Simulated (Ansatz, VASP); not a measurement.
One calculation of Zr2HS4, two programs

INCAR

```
  PREC = Accurate
  ENCUT = 400
  EDIFF = 1E-6
  ISMEAR = 0
  SIGMA = 0.05
  LREAL = F
  LASPH = T
  NELM = 120
  ALGO = Normal
  ISIF = 2
  LWAVE = F
  LCHARG = F
  LDIPOL = T
  IDIPOL = 3
  DIPOL = 0.5 0.5 0.274
  GGA = PE
  IVDW = 12
  NBANDS = 62
  GGA_COMPAT = F
  NELMDL = -8
```

The input KPOINTS:

```
Automatic mesh
0
Gamma
  6 6 1
```

POSCAR

```
Zr2HS4
1.0
    7.2976778227      0.0000000000      0.0000000000
   -3.6488389114      6.3199743831      0.0000000000
    0.0000000000      0.0000000000     20.9171506047
S Zr H
8 4 2
Direct
    0.3333333333      0.1666666667      0.1912306354
    0.3333333333      0.6666666667      0.1912306354
    0.8333333333      0.1666666667      0.1912306354
    0.8333333333      0.6666666667      0.1912306354
    0.1666666667      0.3333333333      0.3306927762
    0.1666666667      0.8333333333      0.3306927762
    0.6666666667      0.3333333333      0.3306927762
    0.6666666667      0.8333333333      0.3306927762
    0.0000000000      0.0000000000      0.2609617058
    0.0000000000      0.5000000000      0.2609617058
    0.5000000000      0.0000000000      0.2609617058
    0.5000000000      0.5000000000      0.2609617058
    0.2449231649      0.7550768351      0.3522062227
    0.4217435018      0.5782564982      0.3522062227
```

Input for Ansatz:

```yaml
crystal:
  lattice:
    - [7.2976778227, 0.0, 0.0]
    - [-3.6488389114, 6.3199743831, 0.0]
    - [0.0, 0.0, 20.9171506047]
  atoms:
    - { symbol: S, position: [0.3333333333, 0.1666666667, 0.1912306354] }
    - { symbol: S, position: [0.3333333333, 0.6666666667, 0.1912306354] }
    - { symbol: S, position: [0.8333333333, 0.1666666667, 0.1912306354] }
    - { symbol: S, position: [0.8333333333, 0.6666666667, 0.1912306354] }
    - { symbol: Zr, position: [0.0, 0.0, 0.2609617058] }
    - { symbol: Zr, position: [0.0, 0.5, 0.2609617058] }
    - { symbol: Zr, position: [0.5, 0.0, 0.2609617058] }
    - { symbol: Zr, position: [0.5, 0.5, 0.2609617058] }
    - { symbol: S, position: [0.1666666667, 0.3333333333, 0.3306927762] }
    - { symbol: S, position: [0.1666666667, 0.8333333333, 0.3306927762] }
    - { symbol: S, position: [0.6666666667, 0.3333333333, 0.3306927762] }
    - { symbol: S, position: [0.6666666667, 0.8333333333, 0.3306927762] }
    - { symbol: H, position: [0.2449231649, 0.7550768351, 0.3522062227] }
    - { symbol: H, position: [0.4217435018, 0.5782564982, 0.3522062227] }
basis:
  ecutwfc: 420
kpoints:
  mp_grid: { grid: [6, 6, 1] }
hamiltonian:
  xc: pbe
  pseudopotentials: { kind: paw, azcp: { folder: soft_1 } }
  dispersion: d3bj
scf:
  occupations: { method: gaussian, width: 0.05 }
output:
  forces: true
  eigenvalues: true
efield:
  axis: 3
  dipole_correction: true
  ramp_width: 0.04
```

Alike in both runs: task single point; functional PBE; dispersion D3(BJ); k mesh 6 × 6 × 1; occupations gaussian, width 0.05 eV; no spin polarisation.

|  | VASP | Ansatz |
| --- | --- | --- |
| version | VASP 6.6.1 | Ansatz 0.2.0 |
| potentials or method | VASP PAW PBE potentials, release 64 (S, Zr_sv, H), cutoff 400 eV | scalar-relativistic, plane waves, PAW |
| valence electrons in the cell | 98 | 98 |

|  | VASP | Ansatz | Ansatz less VASP |
| --- | --- | --- | --- |
| gap on the k mesh at the Fermi level (eV) | none | none | - |
| rms of the force components (eV/Å) | 2.841 | 2.966 | +0.1254 |

A gap of «none» marks a metal or a gap that the smearing closes.
